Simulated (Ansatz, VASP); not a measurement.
One calculation of PbSe, two programs

File POSCAR:

```
PbSe
1.0
    0.0000000000      3.0887022180      3.0887022180
    3.0887022180      0.0000000000      3.0887022180
    3.0887022180      3.0887022180      0.0000000000
Pb Se
1 1
Direct
    0.0000000000      0.0000000000      0.0000000000
    0.5000000000      0.5000000000      0.5000000000
```

File INCAR.step1:

```
  PREC = Accurate
  ENCUT = 520
  EDIFF = 1E-5
  ISMEAR = 0
  SIGMA = 0.01
  LREAL = False
  LASPH = True
  NELM = 80
  ALGO = Normal
  ISIF = 2
  LWAVE = True
  NBANDS = 17
  GGA = PE
```

File INCAR.step2:

```
  PREC = Accurate
  ENCUT = 520
  EDIFF = 1E-7
  ISMEAR = 0
  SIGMA = 0.01
  LREAL = False
  LASPH = True
  NELM = 80
  ALGO = Normal
  ISIF = 2
  LWAVE = False
  LCHARG = True
  GGA = PE
  LHFCALC = True
  HFSCREEN = 0.2079
  PRECFOCK = Normal
  LELF = True
  LVHAR = True
  NBANDS = 17
  ISTART = 1
```

The input KPOINTS:

```
regular mesh
0
Gamma
  4 4 4
```

Input for Ansatz:

```yaml
crystal:
  lattice:
    - [0.0, 3.088702218, 3.088702218]
    - [3.088702218, 0.0, 3.088702218]
    - [3.088702218, 3.088702218, 0.0]
  atoms:
    - { symbol: Pb, position: [0.0, 0.0, 0.0] }
    - { symbol: Se, position: [0.5, 0.5, 0.5] }
kpoints:
  mp_grid: { grid: [4, 4, 4] }
hamiltonian:
  xc: hse06
scf:
  occupations: { method: fixed }
  n_extra_bands: 4
output:
  forces: true
  stress: true
  eigenvalues: true
  write_density: true
  write_potential: true
  elf: true
  volumetric_format: npy
```

Alike in both runs: task single point; functional HSE06; k mesh 4 × 4 × 4; no spin polarisation.

```csv
,VASP,Ansatz
version,VASP 6.6.1,Ansatz 0.2.0
potentials or method,"VASP PAW PBE potentials, release 64 (Pb_d, Se)","plane waves, PAW"
plane-wave cutoff (eV),520,420
occupations,"gaussian, width 0.01 eV",fixed
valence electrons in the cell,20,30
```

Ansatz gave:

| Quantity | Value |
| --- | --- |
| gap on the k mesh at the Fermi level (eV) | 0.80 |
| pressure (GPa) | -0.1 |

Question: Which values does VASP return?

Answer: gap on the k mesh at the Fermi level (eV): 0.81; pressure (GPa): -0.2.

VASP's potentials hold 20 valence electrons a cell and Ansatz's 30, so a difference there can come from the potentials and not from the codes. Ansatz's warnings: stress exchange threshold loose, stress scf threshold loose.

The k mesh is coarse, so the values compare programs but aren't converged. Spin-orbit coupling is off throughout.
